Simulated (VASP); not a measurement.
TaN:

```
Ta N
1.0
     2.93800    0.00000    0.00000
    -1.46900    2.54438    0.00000
     0.00000    0.00000    2.88300
Ta N
1 1
Cartesian
  0.0000 0.0000 1.4415
  1.4690 0.8481 0.0000
```

Base run:

```yaml
Program: VASP 6.6.1
Functional: PBEsol
Potentials_or_basis: VASP PAW PBE potentials, release 64 (Ta_pv, N)
Cutoff: 520 eV
k_mesh: 10 × 10 × 9
Occupations: fermi-dirac, width 0.05 eV
Spin: no spin polarisation
Hubbard_terms: Ta d U = 8.0 eV
```

Its results: band gap on the k mesh zero (bands 8 and 9 overlap by 0.36 eV); pressure 23.3 GPa.

Question: The run is repeated on the same cell with these changes: hubbard terms from Ta d U = 8.0 eV to Ta d U = 5.0 eV. What comes out?

Answer: Band gap on the k mesh zero (bands 8 and 9 overlap by 0.34 eV); pressure 12.4 GPa.

Caveats: the cell stands under pressure; the PAW data sets were made with another functional, which shifts forces and pressure a little; spin-orbit coupling is left out, which moves the levels of the heavy elements; U without spin polarisation on a metal has little footing.
